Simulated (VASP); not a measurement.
# SiO2 (P4_2/mnm) in VASP: a series of runs

Runs on SiO2. Level: PBE. Tasks: relaxation of the atoms, single point.

All numbers are computed with VASP 6.6.1; they aren't measurements. Logs are shortened: lines on timing, memory, paths and dates and some standing lists are left out, and cuts for length are marked.

## 1. The cell of the first run

The structure is tetragonal, space group P4_2/mnm (No. 136). The conventional cell has a = 4.222 Å, b = 4.222 Å, c = 2.700 Å, α = 90.00°, β = 90.00°, γ = 90.00°. Within 2.4 Å of Si (site symmetry mmm) lie 6 O at 1.78 to 1.82 Å. Within 2.4 Å of O (site symmetry m2m) lie 3 Si at 1.78 to 1.82 Å and 1 O at 2.33 Å.

## 2. Relaxation of the atoms, PBE (8.02 Å³/atom)

Contents of INCAR:

```
ALGO = Normal ; EDIFF = 1E-7
EDIFFG = -0.02 ; ENCUT = 520
GGA = PE ; IBRION = 2
ISIF = 2 ; ISMEAR = -1
LASPH = T ; LCHARG = F
LREAL = F ; LWAVE = F
NELM = 60 ; NSW = 80
PREC = Accurate ; SIGMA = 0.02
```

Contents of KPOINTS:

```
k-points
0
Gamma
  7 7 11
```

Contents of POSCAR:

```
SiO2
1.0
    4.2215312879      0.0000000000      0.0000000000
    0.0000000000      4.2215312879      0.0000000000
    0.0000000000      0.0000000000      2.6995632315
Si O
2 4
Direct
    0.0000000000      0.0000000000      0.0000000000
    0.5000000000      0.5000000000      0.5000000000
    0.3052551835      0.3052551835      0.0000000000
    0.1947448165      0.8052551835      0.5000000000
    0.6947448165      0.6947448165      0.0000000000
    0.8052551835      0.1947448165      0.5000000000
```

Potentials or basis: VASP PAW PBE potentials, release 64 (Si, O).

Launch:

```bash
$ cat potpaw_PBE.64/Si/POTCAR potpaw_PBE.64/O/POTCAR > POTCAR
$ mpirun -np 1 vasp_std > vasp.out
```

OUTCAR:

```text
EDIFF = 1E-7
   EDIFFG = -0.02
   ENCUT = 520
   GGA = PE
   IBRION = 2
   ISIF = 2
   ISMEAR = -1
   LASPH = T
   LREAL = F
   NELM = 60
   NSW = 80
   PREC = Accurate

 ion  position               nearest neighbor table
   1  0.000  0.000  0.000-   4 1.78   6 1.78   4 1.78   6 1.78   5 1.82   3 1.82
   2  0.500  0.500  0.500-   3 1.78   5 1.78   3 1.78   5 1.78   4 1.82   6 1.82
   3  0.305  0.305  0.000-   2 1.78   2 1.78   1 1.82
   4  0.195  0.805  0.500-   1 1.78   1 1.78   2 1.82
   5  0.695  0.695  0.000-   2 1.78   2 1.78   1 1.82
   6  0.805  0.195  0.500-   1 1.78   1 1.78   2 1.82

  LATTYP: Found a simple tetragonal cell.
 ALAT       =     4.2215312879
 C/A-ratio  =     0.6394748842

  Lattice vectors:

 A1 = (   4.2215312879,   0.0000000000,   0.0000000000)
 A2 = (   0.0000000000,   4.2215312879,   0.0000000000)
 A3 = (   0.0000000000,   0.0000000000,   2.6995632315)

Analysis of symmetry for initial positions (statically):
=====================================================================
 Subroutine PRICEL returns:
 Original cell was already a primitive cell.

 Routine SETGRP: Setting up the symmetry group for a
 simple tetragonal supercell.

 Subroutine GETGRP returns: Found 16 space group operations
 (whereof  8 operations were pure point group operations)
 out of a pool of 16 trial point group operations.

The static configuration has the point symmetry D_2h.
 The point group associated with its full space group is D_4h.

Analysis of symmetry for dynamics (positions and initial velocities):
=====================================================================
 Subroutine PRICEL returns:
 Original cell was already a primitive cell.

 Routine SETGRP: Setting up the symmetry group for a
 simple tetragonal supercell.

 Subroutine GETGRP returns: Found 16 space group operations
 (whereof  8 operations were pure point group operations)
 out of a pool of 16 trial point group operations.

The dynamic configuration has the point symmetry D_2h.
 The point group associated with its full space group is D_4h.

 Subroutine INISYM returns: Found 16 space group operations
 (whereof  8 operations are pure point group operations),
 and found     1 'primitive' translations

----------------------------------------------------------------------------------------

                                     Primitive cell

  volume of cell :      48.1098

[... 104 lines left out ...]
   POTIM  = 0.5000    time-step for ionic-motion
   TEBEG  =    0.0;   TEEND  =   0.0 temperature during run
   PSTRESS=    0.0 pullay stress
   NELECT =      32.0000    total number of electrons
   NUPDOWN=      -1.0000    fix difference up-down
   EMIN   =  10.00;   EMAX   =-10.00  energy-range for DOS
   EFERMI =   0.00;   METHOD = LEGACY
   ISMEAR =    -1;   SIGMA  =   0.02  broadening in eV -4-tet -1-fermi 0-gaus
   EFERMI_NEDOS =   21; number of points for ismear=-14 and -15
   IALGO  =     38    algorithm
   IMIX   =      4    mixing-type and parameters
     AMIX     =   0.40;   BMIX     =  1.00
     AMIX_MAG =   1.60;   BMIX_MAG =  1.00
  volume/ion in A,a.u.               =       8.02        54.11
  Fermi-wavevector in a.u.,A,eV,Ry     =   1.429049  2.700510 27.785542  2.042180
  Thomas-Fermi vector in A             =   2.549044
   LORBIT       =      0    0 simple, 1 ext, 2 COOP (PROOUT), +10 PAW based schemes
   GGA     = PE    functional components
   LHFCALC =     F    Hartree Fock is set to
   AEXX    =    0.0000 exact exchange contribution
   IVDW    =     0    specifies the selected vdW correction
   LEPSILON=     F    determine dielectric tensor
   LRPA    =     F    only Hartree local field effects (RPA)
 conjugate gradient relaxation of ions
 non-spin polarized calculation
  energy-cutoff  :      520.00
  volume of cell :       48.11
 maximum number of plane-waves:      1309
 NGX is ok and might be reduce to    32
   NGX = 15   NGY = 15   NGZ = 11

--------------------------------------- Ionic step        1  -------------------------------------------

 number of electron      31.9999988 magnetization

 Free energy of the ion-electron system (eV)
  ---------------------------------------------------
  ext. energy  EPLUGINS =         0.00000000
  ---------------------------------------------------
  free energy    TOTEN  =       -46.31207737 eV

  energy without entropy =      -46.31207737  energy(sigma->0) =      -46.31207737

------------------------ aborting loop because EDIFF is reached ----------------------------------------

  FORCE on cell =-STRESS in cart. coord.  units (eV):
  Direction    XX          YY          ZZ          XY          YZ          ZX
  --------------------------------------------------------------------------------------
  -------------------------------------------------------------------------------------
  Total        0.0713935      0.0713935     -0.1550068      0.0000000      0.0000000      0.0000000
  in kB        2.3775831      2.3775831     -5.1621170      0.0000000      0.0000000      0.0000000
  external PRESSURE =      -0.1356503 kB  Pullay stress =       0.0000000 kB
[... 67 lines left out ...]
--------------------------------------- Ionic step        3  -------------------------------------------

 number of electron      31.9999988 magnetization

 Free energy of the ion-electron system (eV)
  ---------------------------------------------------
  ext. energy  EPLUGINS =         0.00000000
  ---------------------------------------------------
  free energy    TOTEN  =       -46.31545609 eV

  energy without entropy =      -46.31545609  energy(sigma->0) =      -46.31545609

 E-fermi :   8.1715     XC(G=0): -12.1022

 val. band max:        7.7961552285   @ k =   0.0000   0.0000   0.0000
 cond. band min:      12.8358523086   @ k =   0.0000   0.0000   0.0000
 fundamental gap:      5.0396970801
 Fermi energy:         8.1715417580

 k-point     1 :       0.0000    0.0000    0.0000
  band No.  band energies     occupation
      1     -14.4473      2.00000
      2     -10.9651      2.00000
      3     -10.9651      2.00000
      4     -10.7661      2.00000
      5      -2.8660      2.00000
      6       1.5591      2.00000
[... 541 lines left out ...]
     19      17.9543      0.00000
     20      18.1909      0.00000

 [... further k-points ...]

------------------------ aborting loop because EDIFF is reached ----------------------------------------

  FORCE on cell =-STRESS in cart. coord.  units (eV):
  Direction    XX          YY          ZZ          XY          YZ          ZX
  --------------------------------------------------------------------------------------
  -------------------------------------------------------------------------------------
  Total        0.3563628      0.3563628     -0.1676450      0.0000000      0.0000000      0.0000000
  in kB       11.8677770     11.8677770     -5.5830009      0.0000000      0.0000000      0.0000000
  external PRESSURE =       6.0508511 kB  Pullay stress =       0.0000000 kB
[... 21 lines left out ...]
  FREE ENERGIE OF THE ION-ELECTRON SYSTEM (eV)
  ---------------------------------------------------
  free  energy   TOTEN  =       -46.3154560946 eV

  energy  without entropy=      -46.3154560946  energy(sigma->0) =      -46.31545609

 reached required accuracy - stopping structural energy minimisation
```

OSZICAR:

```text
N       E                     dE             d eps       ncg     rms          rms(c)
DAV:   1     0.163526445107E+03    0.16353E+03   -0.18251E+04  2424   0.154E+03
DAV:   2    -0.438680380062E+02   -0.20739E+03   -0.19983E+03  3284   0.321E+02
[... 25 lines left out ...]
DAV:   2    -0.463155352849E+02   -0.50124E-03   -0.60136E-03  2844   0.611E-01    0.514E-02
DAV:   3    -0.463154724584E+02    0.62826E-04   -0.67723E-05  2892   0.880E-02    0.277E-02
DAV:   4    -0.463154550650E+02    0.17393E-04   -0.88536E-05  2760   0.881E-02    0.583E-03
DAV:   5    -0.463154562478E+02   -0.11828E-05   -0.16895E-05  2704   0.347E-02    0.367E-03
DAV:   6    -0.463154561270E+02    0.12084E-06   -0.37937E-07  2676   0.593E-03    0.158E-03
DAV:   7    -0.463154560946E+02    0.32314E-07   -0.35643E-08  1532   0.189E-03
   3 F= -.46315456E+02 E0= -.46315456E+02  d E =-.337873E-02
```

CONTCAR:

```text
SiO2
   1.00000000000000
     4.2215312879000004    0.0000000000000000    0.0000000000000000
     0.0000000000000000    4.2215312879000004    0.0000000000000000
     0.0000000000000000    0.0000000000000000    2.6995632315000000
  Si              O
     2     4
Direct
     0.0000000000000000    0.0000000000000000    0.0000000000000000
     0.5000000000000000    0.5000000000000000    0.5000000000000000
     0.3065028771376709    0.3065028771376709    0.0000000000000000
     0.1934971228623291    0.8065028771376709    0.5000000000000000
     0.6934971228623291    0.6934971228623291    0.0000000000000000
     0.8065028771376709    0.1934971228623291    0.5000000000000000

  0.00000000E+00  0.00000000E+00  0.00000000E+00
  0.00000000E+00  0.00000000E+00  0.00000000E+00
  0.00000000E+00  0.00000000E+00  0.00000000E+00
  0.00000000E+00  0.00000000E+00  0.00000000E+00
  0.00000000E+00  0.00000000E+00  0.00000000E+00
  0.00000000E+00  0.00000000E+00  0.00000000E+00
```

It took 68 s on 1 thread of AMD EPYC 7R13 (Zen 3), shared host; peak memory 0.15 GiB.

What came out:

```yaml
Free_energy: -46.3155 eV
Energy_gained_by_relaxing: 0.6 meV/atom
Ionic_steps: 3
Pressure_after_relaxing: 0.6 GPa
Band_gap_on_the_k_mesh: 5.04 eV
```

Step by step:
```
step  energy change (eV)  largest force (eV/Å)  pressure (GPa)
   1              0.0000                0.2255           -0.01
   2             -0.0027                0.1069            0.91
   3             -0.0034                0.0002            0.61
```

Final structure:
```cif
data_structure
_symmetry_space_group_name_H-M 'P 1'
_symmetry_Int_Tables_number 1
_cell_length_a 4.2215
_cell_length_b 4.2215
_cell_length_c 2.6996
_cell_angle_alpha 90.000
_cell_angle_beta 90.000
_cell_angle_gamma 90.000
_cell_volume 48.11
loop_
_atom_site_label
_atom_site_type_symbol
_atom_site_fract_x
_atom_site_fract_y
_atom_site_fract_z
_atom_site_occupancy
Si1 Si 0.00000 0.00000 0.00000 1
Si2 Si 0.50000 0.50000 0.50000 1
O1 O 0.30650 0.30650 0.00000 1
O2 O 0.19350 0.80650 0.50000 1
O3 O 0.69350 0.69350 0.00000 1
O4 O 0.80650 0.19350 0.50000 1
```

Caveat: an odd mesh through Γ misses points on the zone boundary, where band edges can lie.

## 3. Single point, PBE (7.25 Å³/atom)

This run uses another cell than the first one, of 7.25 Å³/atom.

Contents of INCAR:

```
PREC     = Accurate       # precision mode
ENCUT    = 520            # plane-wave cutoff, eV
EDIFF    = 1E-6           # SCF threshold, eV
ISMEAR   = -1             # smearing method
SIGMA    = 0.02           # smearing width, eV
LREAL    = False          # projectors in reciprocal space
LASPH    = True           # aspherical terms in the spheres
NELM     = 60             # most SCF steps
ALGO     = Normal         # electronic algorithm
ISIF     = 2              # what is computed and relaxed
LWAVE    = False          # write WAVECAR
LCHARG   = False          # write CHGCAR
GGA      = PE             # functional
NBANDS   = 25             # bands
```

Contents of KPOINTS:

```
regular mesh
0
Gamma
  7 7 11
```

Contents of POSCAR:

```
SiO2
1.0
    4.0816414392      0.0000000000      0.0000000000
    0.0000000000      4.0816414392      0.0000000000
    0.0000000000      0.0000000000      2.6101071867
Si O
2 4
Direct
    0.0000000000      0.0000000000      0.0000000000
    0.5000000000      0.5000000000      0.5000000000
    0.3034191591      0.3034191591      0.0000000000
    0.1965808409      0.8034191591      0.5000000000
    0.6965808409      0.6965808409      0.0000000000
    0.8034191591      0.1965808409      0.5000000000
```

Potentials or basis: VASP PAW PBE potentials, release 64 (Si, O).

Launch:

```bash
$ cat potpaw_PBE.64/Si/POTCAR potpaw_PBE.64/O/POTCAR > POTCAR
$ mpirun -np 1 vasp_std > vasp.out
```

Wall time 87 s (1 thread of Intel Xeon 8259CL, shared host); peak memory 0.17 GiB.

Results (log left out):

| Item | Value |
| --- | --- |
| Free energy | -45.8144 eV |
| Pressure | 36.5 GPa |
| Largest force | 0.020 eV/Å |
| Band gap on the k mesh | 6.77 eV |

Forces on the atoms (eV/Å):
```
Si   0.000  0.000  0.000
Si   0.000  0.000  0.000
O   -0.014 -0.014  0.000
O    0.014 -0.014  0.000
O    0.014  0.014  0.000
O   -0.014  0.014  0.000
```

Stress tensor (GPa, compression positive):
```
34.17  0.00  0.00
 0.00 34.17  0.00
 0.00  0.00 41.26
```

Levels at points of the mesh, in eV from the valence-band top:
| k point | band 12 | band 13 | band 14 | band 15 | band 16 | band 17 | band 18 | band 19 | band 20 | band 21 |
| --- | --- | --- | --- | --- | --- | --- | --- | --- | --- | --- |
| (0.00, 0.00, 0.00) | -3.34 | -2.48 | -0.96 | -0.96 | 0.00 | 6.77 | 6.97 | 9.00 | 9.00 | 11.16 |

Caveat: the cell stands under pressure; an odd mesh through Γ misses points on the zone boundary, where band edges can lie.
